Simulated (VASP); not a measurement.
# SnO2: single point with r2SCAN

SnO2:

```
CELL_PARAMETERS angstrom
4.75982 0.17849 0.00000
0.17850 4.76006 0.00000
0.00000 0.00000 3.20071
ATOMIC_POSITIONS crystal
Sn 0.50000 0.50000 0.50000
Sn 0.00000 0.00000 0.00000
O 0.30586 0.30596 0.00000
O 0.80586 0.19404 0.50000
O 0.19414 0.80596 0.50000
O 0.69414 0.69404 0.00000
```

This cell differs from its parent crystal: strain +0.0750 x Voigt [0, 0, 0, 0, 0, 1].

```
Program             : VASP 6.6.1
Task                : single point
Functional          : r2SCAN
Potentials or basis : VASP PAW PBE potentials, release 64 (Sn_d, O)
Cutoff              : 520 eV
k mesh              : 6 × 6 × 8
Occupations         : gaussian, width 0.05 eV
Spin                : no spin polarisation
```

The pressure is 2.6 GPa, the largest force is 0.358 eV/Å and the band gap on the k mesh is 1.78 eV.

Forces in eV/Å, atoms in the order of the input:
```
Sn   0.000  0.000  0.000
Sn   0.000  0.000  0.000
O   -0.108 -0.109  0.000
O    0.253 -0.253  0.000
O   -0.253  0.253  0.000
O    0.108  0.109  0.000
```

Stress tensor (GPa, compression positive):
```
  2.73 -15.95   0.00
-15.95   2.73   0.00
  0.00   0.00   2.48
```

Levels at points of the mesh, in eV from the valence-band top:
| k point | band 24 | band 25 | band 26 | band 27 | band 28 | band 29 |
| --- | --- | --- | --- | --- | --- | --- |
| (0.00, 0.00, 0.00) | -0.83 | -0.51 | 0.00 | 1.78 | 6.83 | 6.84 |
| (0.50, 0.00, 0.00) | -0.85 | -0.60 | -0.54 | 4.72 | 5.28 | 7.65 |
| (0.00, 0.50, 0.00) | -0.85 | -0.60 | -0.54 | 4.72 | 5.28 | 7.65 |
| (0.50, 0.50, 0.00) | -1.35 | -0.93 | -0.47 | 5.16 | 5.75 | 8.14 |
| (0.00, 0.00, 0.50) | -1.81 | -1.43 | -0.72 | 6.73 | 7.05 | 10.30 |
| (0.50, 0.00, 0.50) | -0.83 | -0.69 | -0.60 | 6.94 | 7.42 | 8.27 |
| (0.00, 0.50, 0.50) | -0.83 | -0.69 | -0.60 | 6.94 | 7.42 | 8.27 |
| (0.50, 0.50, 0.50) | -1.06 | -0.82 | -0.41 | 5.28 | 5.82 | 9.23 |

Wall time 8.9 min on 1 thread of Intel(R) Xeon(R) Platinum 8488C (Sapphire Rapids) (shared host), peak memory 0.31 GiB.

Caveat: the cell differs from its parent crystal (strain +0.0750 x Voigt [0, 0, 0, 0, 0, 1]); the PAW data sets were made with another functional, which shifts forces and pressure a little; spin-orbit coupling is left out, which moves the levels of the heavy elements.
